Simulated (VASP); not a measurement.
# Cl (Fm-3m) in VASP: further runs

Runs on Cl. Level: r2SCAN. Tasks: single point.

Program: VASP 6.6.1. These are calculated values, not measurements. Logs are shortened: lines on timing, memory, paths and dates and some standing lists are left out, and cuts for length are marked.

### 1 The cell of the first run

Symmetry: Fm-3m, No. 225, cubic system. Conventional cell: a = 4.335 Å, b = 4.335 Å, c = 4.335 Å, α = 90.00°, β = 90.00°, γ = 90.00°. Cl (site symmetry m-3m) has 12 Cl at 3.07 Å within 4.0 Å.

### 2 Single point, r2SCAN

Input file POSCAR:

```
Cl
1.0
    0.0000000000      2.1675435172      2.1675435172
    2.1675435172      0.0000000000      2.1675435172
    2.1675435172      2.1675435172      0.0000000000
Cl
1
Direct
    0.0000000000      0.0000000000      0.0000000000
```

Input file INCAR.step1:

```
PREC = Accurate
ENCUT = 520
ISMEAR = -1
SIGMA = 0.05
LREAL = F
LASPH = T
NELM = 80
NBANDS = 10
GGA = PE
ALGO = Normal
EDIFF = 1E-4
LWAVE = T
LCHARG = F
```

Input file INCAR.step2:

```
PREC = Accurate
ENCUT = 520
EDIFF = 1E-6
ISMEAR = -1
SIGMA = 0.05
LREAL = F
LASPH = T
NELM = 80
ALGO = Normal
ISIF = 2
LWAVE = F
LCHARG = F
METAGGA = R2SCAN
LMIXTAU = T
NBANDS = 10
ISTART = 1
```

Input file KPOINTS:

```
Automatic mesh
0
Gamma
  9 9 9
```

Potentials or basis: VASP PAW PBE potentials, release 64 (Cl).

Command:

```console
> cat potpaw_PBE.64/Cl/POTCAR > POTCAR
> cp INCAR.step1 INCAR
> mpirun -np 1 vasp_std > vasp.out
> cp INCAR.step2 INCAR
> mpirun -np 1 vasp_std > vasp.out
```

OUTCAR:

```text
PREC = Accurate
   ENCUT = 520
   EDIFF = 1E-6
   ISMEAR = -1
   LREAL = F
   LASPH = T
   NELM = 80
   ISIF = 2
   METAGGA = R2SCAN
   ISTART = 1

 ion  position               nearest neighbor table
   1  0.000  0.000  0.000-

  LATTYP: Found a face centered cubic cell.
 ALAT       =     4.3350870344

  Lattice vectors:

 A1 = (   0.0000000000,   2.1675435172,   2.1675435172)
 A2 = (   2.1675435172,   0.0000000000,   2.1675435172)
 A3 = (   2.1675435172,   2.1675435172,   0.0000000000)

Analysis of symmetry for initial positions (statically):
=====================================================================
 Subroutine PRICEL returns:
 Original cell was already a primitive cell.

 Routine SETGRP: Setting up the symmetry group for a
 face centered cubic supercell.

 Subroutine GETGRP returns: Found 48 space group operations
 (whereof 48 operations were pure point group operations)
 out of a pool of 48 trial point group operations.

The static configuration has the point symmetry O_h .

Analysis of symmetry for dynamics (positions and initial velocities):
=====================================================================
 Subroutine PRICEL returns:
 Original cell was already a primitive cell.

 Routine SETGRP: Setting up the symmetry group for a
 face centered cubic supercell.

 Subroutine GETGRP returns: Found 48 space group operations
 (whereof 48 operations were pure point group operations)
 out of a pool of 48 trial point group operations.

The dynamic configuration has the point symmetry O_h .

 Subroutine INISYM returns: Found 48 space group operations
 (whereof 48 operations are pure point group operations),
 and found     1 'primitive' translations

----------------------------------------------------------------------------------------

                                     Primitive cell

  volume of cell :      20.3673

  direct lattice vectors                    reciprocal lattice vectors
     0.000000000  2.167543517  2.167543517    -0.230675876  0.230675876  0.230675876
     2.167543517  0.000000000  2.167543517     0.230675876 -0.230675876  0.230675876
     2.167543517  2.167543517  0.000000000     0.230675876  0.230675876 -0.230675876

  length of vectors
     3.065369439  3.065369439  3.065369439     0.399542338  0.399542338  0.399542338

  position of ions in fractional coordinates (direct lattice)
     0.000000000  0.000000000  0.000000000

  ion indices of the primitive-cell ions
   primitive index   ion index
                 1           1

----------------------------------------------------------------------------------------

 KPOINTS: Automatic mesh

Automatic generation of k-mesh.
 Grid dimensions read from file:
 generate k-points for:    9    9    9

 Generating k-lattice:

  Cartesian coordinates                     Fractional coordinates (reciprocal lattice)
    -0.025630653  0.025630653  0.025630653     0.111111111  0.000000000  0.000000000
     0.025630653 -0.025630653  0.025630653     0.000000000  0.111111111  0.000000000
     0.025630653  0.025630653 -0.025630653     0.000000000  0.000000000  0.111111111

  Length of vectors
     0.044393593  0.044393593  0.044393593

  Shift w.r.t. Gamma in fractional coordinates (k-lattice)
     0.000000000  0.000000000  0.000000000

 Subroutine IBZKPT returns following result:
 ===========================================

 Found     35 irreducible k-points:

 Following reciprocal coordinates:
            Coordinates               Weight
  0.000000  0.000000  0.000000      1.000000
  0.111111  0.000000  0.000000      8.000000
  0.222222  0.000000  0.000000      8.000000
  0.333333  0.000000  0.000000      8.000000
  0.444444  0.000000  0.000000      8.000000
  0.111111  0.111111  0.000000      6.000000
[... 16 lines left out ...]
 -0.333333  0.333333  0.000000     12.000000
  0.444444  0.444444  0.000000      6.000000
 [... further k-points ...]
   k-points           NKPTS =     35   k-points in BZ     NKDIM =     35   number of bands    NBANDS=     10
   number of dos      NEDOS =    301   number of ions     NIONS =      1
   total plane-waves  NPLWV =  13824
   dimension x,y,z NGX =    24 NGY =   24 NGZ =   24
   dimension x,y,z NGXF=    48 NGYF=   48 NGZF=   48
   ions per type =               1
   NGX,Y,Z   is equivalent  to a cutoff of  13.02, 13.02, 13.02 a.u.
   NGXF,Y,Z  is equivalent  to a cutoff of  26.03, 26.03, 26.03 a.u.
 SYSTEM =  unknown system
   PREC   = accura    normal or accurate (medium, high low for compatibility)
   ISTART =      1    job   : 0-new  1-cont  2-samecut
   ICHARG =      0    charge: 1-file 2-atom 10-const
   ISPIN  =      1    spin polarized calculation?
   LNONCOLLINEAR =      F non collinear calculations
   LSORBIT =      F    spin-orbit coupling
   LASPH  =      T    aspherical Exc in radial PAW
   ENCUT  =  520.0 eV  38.22 Ry    6.18 a.u.   5.70  5.70  5.70*2*pi/ulx,y,z
   NELM   =     80;   NELMIN=  2; NELMDL=  0     # of ELM steps
   EDIFF  = 0.1E-05   stopping-criterion for ELM
   LREAL  =      F    real-space projection
   EDIFFG = 0.1E-04   stopping-criterion for IOM
   NSW    =      0    number of steps for IOM
   IBRION =     -1    ionic relax: 0-MD 1-quasi-New 2-CG
   NFREE  =      0    steps in history (QN), initial steepest desc. (CG)
   ISIF   =      2    stress and relaxation
   ISYM   =      2    0-nonsym 1-usesym 2-fastsym
   POTIM  = 0.5000    time-step for ionic-motion
   TEBEG  =    0.0;   TEEND  =   0.0 temperature during run
   PSTRESS=    0.0 pullay stress
   NELECT =       7.0000    total number of electrons
   NUPDOWN=      -1.0000    fix difference up-down
   EMIN   =  10.00;   EMAX   =-10.00  energy-range for DOS
   EFERMI =   0.00;   METHOD = LEGACY
   ISMEAR =    -1;   SIGMA  =   0.05  broadening in eV -4-tet -1-fermi 0-gaus
   EFERMI_NEDOS =   21; number of points for ismear=-14 and -15
   IALGO  =     38    algorithm
   IMIX   =      4    mixing-type and parameters
     AMIX     =   0.40;   BMIX     =  1.00
     AMIX_MAG =   1.60;   BMIX_MAG =  1.00
  volume/ion in A,a.u.               =      20.37       137.45
  Fermi-wavevector in a.u.,A,eV,Ry     =   1.146735  2.167015 17.891673  1.315001
  Thomas-Fermi vector in A             =   2.283418
   LORBIT       =      0    0 simple, 1 ext, 2 COOP (PROOUT), +10 PAW based schemes
   METAGGA = R2SCAN    functional components
   LHFCALC =     F    Hartree Fock is set to
   AEXX    =    0.0000 exact exchange contribution
   IVDW    =     0    specifies the selected vdW correction
   LEPSILON=     F    determine dielectric tensor
   LRPA    =     F    only Hartree local field effects (RPA)
 non-spin polarized calculation
  energy-cutoff  :      520.00
  volume of cell :       20.37
 maximum number of plane-waves:       556
   NGX = 11   NGY = 11   NGZ = 11

 number of electron       7.0000000 magnetization

 Free energy of the ion-electron system (eV)
  ---------------------------------------------------
  ext. energy  EPLUGINS =         0.00000000
  ---------------------------------------------------
  free energy    TOTEN  =        -5.17998858 eV

  energy without entropy =       -5.16426400  energy(sigma->0) =       -5.17212629

 E-fermi :   1.8480     XC(G=0): -10.2723

 val. band max:        1.8412674507   @ k =  -0.3333   0.2222   0.0000
 cond. band min:       1.8513016445   @ k =   0.4444   0.1111   0.0000
 fundamental gap:      0.0100341938
 Fermi energy:         1.8479628866

 k-point     1 :       0.0000    0.0000    0.0000
  band No.  band energies     occupation
      1     -14.3985      2.00000
      2       2.7179      0.00000
      3       2.7179      0.00000
      4       2.7179      0.00000
      5      13.0753      0.00000
      6      16.6805      0.00000
      7      16.6805      0.00000
      8      16.6805      0.00000
      9      20.8119      0.00000
     10      20.8119      0.00000

 k-point     2 :       0.1111    0.0000    0.0000
  band No.  band energies     occupation
      1     -14.2296      2.00000
      2       1.9010      0.51432
      3       2.6317      0.00000
      4       2.6317      0.00000
      5      13.6960      0.00000
      6      16.2303      0.00000
      7      16.9742      0.00000
      8      16.9742      0.00000
      9      20.3111      0.00000
     10      20.3111      0.00000

 k-point     3 :       0.2222    0.0000    0.0000
  band No.  band energies     occupation
      1     -13.7621      2.00000
      2       0.1108      2.00000
      3       2.4262      0.00002
      4       2.4262      0.00002
      5      13.8462      0.00000
      6      16.8932      0.00000
      7      17.1722      0.00000
      8      17.1722      0.00000
      9      20.2224      0.00000
     10      20.2224      0.00000

 k-point     4 :       0.3333    0.0000    0.0000
  band No.  band energies     occupation
      1     -13.1372      2.00000
      2      -1.7037      2.00000
      3       2.2122      0.00137
      4       2.2122      0.00137
      5      13.1577      0.00000
      6      16.5879      0.00000
      7      16.5879      0.00000
      8      18.7516      0.00000
      9      21.8016      0.00000
     10      21.8016      0.00000
[... 222 lines left out ...]
 k-point    22 :      -0.4444    0.3333    0.0000
  band No.  band energies     occupation
      1     -12.0364      2.00000
      2      -1.9643      2.00000
      3      -0.4688      2.00000
      4       1.0920      2.00000
      5      11.6470      0.00000
      6      14.1458      0.00000
      7      19.6236      0.00000
      8      20.5317      0.00000
      9      24.0413      0.00000
     10      26.0862      0.00000

 k-point    23 :      -0.3333    0.3333    0.0000
  band No.  band energies     occupation
      1     -12.0960      2.00000
      2      -1.4498      2.00000
      3      -1.2774      2.00000
      4       1.4140      1.99966
      5      12.4218      0.00000
      6      16.0422      0.00000
      7      18.1090      0.00000
      8      19.3822      0.00000
      9      22.2003      0.00000
     10      25.3501      0.00000

 k-point    24 :       0.4444    0.4444    0.0000
  band No.  band energies     occupation
      1     -12.0506      2.00000
      2      -2.3087      2.00000
      3       0.7656      2.00000
      4       0.7656      2.00000
      5      10.5706      0.00000
      6      11.7623      0.00000
      7      23.5035      0.00000
      8      24.0203      0.00000
      9      24.4199      0.00000
     10      24.4199      0.00000

 [... further k-points ...]
[... 5 lines left out ...]
  --------------------------------------------------------------------------------------
  -------------------------------------------------------------------------------------
  Total        0.0575653      0.0575653      0.0575653     -0.0000000     -0.0000000      0.0000000
  in kB        4.5283309      4.5283309      4.5283309     -0.0000000     -0.0000000      0.0000000
  external PRESSURE =       4.5283309 kB  Pullay stress =       0.0000000 kB

 VOLUME and BASIS-vectors are now :
 -----------------------------------------------------------------------------
  energy-cutoff  :      520.00
  volume of cell :       20.37
      direct lattice vectors                 reciprocal lattice vectors
     0.000000000  2.167543517  2.167543517    -0.230675876  0.230675876  0.230675876
     2.167543517  0.000000000  2.167543517     0.230675876 -0.230675876  0.230675876
     2.167543517  2.167543517  0.000000000     0.230675876  0.230675876 -0.230675876

 POSITION                                       TOTAL-FORCE (eV/Angst)
 -----------------------------------------------------------------------------------
      0.00000      0.00000      0.00000         0.000000     -0.000000     -0.000000
 -----------------------------------------------------------------------------------
    total drift:                                0.000000      0.000000     -0.000000

  FREE ENERGIE OF THE ION-ELECTRON SYSTEM (eV)
  ---------------------------------------------------
  free  energy   TOTEN  =        -5.1799885773 eV

  energy  without entropy=       -5.1642640014  energy(sigma->0) =       -5.17212629
```

Wall time 9.8 s (1 thread of Intel Xeon 6975P-C (Granite Rapids), shared host); peak memory 0.13 GiB.

What came out:

```
Free energy : -5.1800 eV
Pressure    : 0.5 GPa
```

Levels at points of the mesh, in eV from the Fermi level:
| k point | band 1 | band 2 | band 3 | band 4 | band 5 | band 6 | band 7 | band 8 |
| --- | --- | --- | --- | --- | --- | --- | --- | --- |
| (0.00, 0.00, 0.00) | -16.25 | 0.87 | 0.87 | 0.87 | 11.23 | 14.83 | 14.83 | 14.83 |

Caveat: the PAW data sets were made with another functional, which shifts forces and pressure a little; an odd number of electrons without spin polarisation forces a metal; a magnetic or distorted state may lie lower.

(Part 1 of 2 ends here.)
